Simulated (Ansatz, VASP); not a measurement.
Two plane-wave programs on ZrB2

```
CELL_PARAMETERS angstrom
3.21172 0.00000 0.00000
-1.60586 2.78143 0.00000
0.00000 0.00000 3.57949
ATOMIC_POSITIONS crystal
Zr 0.00000 0.00000 0.00000
B 0.33333 0.66667 0.50000
B 0.66667 0.33333 0.50000
```

Alike in both runs: task single point; functional PBE; k mesh 10 × 10 × 8; occupations fermi-dirac, width 0.15 eV; no spin polarisation.

|  | VASP | Ansatz |
| --- | --- | --- |
| version | VASP 6.6.1 | Ansatz 0.2.0 |
| potentials or method | VASP PAW PBE potentials, release 64 (Zr_sv, B), cutoff 520 eV | plane waves, PAW |
| valence electrons in the cell | 18 | 18 |

Ansatz gave:

| Item | Value |
| --- | --- |
| pressure (GPa) | -8.0 |
| traceless stress, the component that is largest in VASP (GPa) | 1.02 |

Question: Estimate VASP's values.

Answer: Pressure (GPa): -7.8; traceless stress, the component that is largest in VASP (GPa): 1.05.
